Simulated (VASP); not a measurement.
Input of a VASP 6.6.1 run:

The input INCAR:

```
  ALGO = Normal
  EDIFF = 1E-6
  ENCUT = 520
  GGA = PS
  ISIF = 2
  ISMEAR = -1
  LASPH = True
  LCHARG = False
  LREAL = False
  LWAVE = False
  NBANDS = 18
  NELM = 60
  PREC = Accurate
  SIGMA = 0.3
```

File KPOINTS:

```
k-points
0
Gamma
  6 6 6
```

The input POSCAR:

```
Lu
1.0
    1.6737430000      0.9663360000      6.1610520000
   -1.6737430000      0.9663360000      6.1610520000
    0.0000000000     -1.9326720000      6.1610520000
Lu
1
Direct
    0.5000000000      0.5000000000      0.5000000000
```

Potentials or basis: VASP PAW PBE potentials, release 64 (Lu).

Run with:

```console
$ cat potpaw_PBE.64/Lu/POTCAR > POTCAR
$ mpirun -np 1 vasp_std > vasp.out
```

Task: Predict the band gap on the k mesh.

Result: Zero (an odd number of electrons rules out a gap without spin polarisation).

Task: Predict the pressure.

Result: -1.1 GPa.

Stress tensor (GPa, compression positive):
```
-0.77  0.00  0.00
 0.00 -0.77  0.00
 0.00  0.00 -1.85
```

Caveat: the k points lie up to 0.37 Å⁻¹ apart, too coarse for converged energies and pressures of a metal; so wide a smearing shifts energies and pressures; the PAW data sets were made with another functional, which shifts forces and pressure a little; spin-orbit coupling is left out, which moves the levels of the heavy elements.
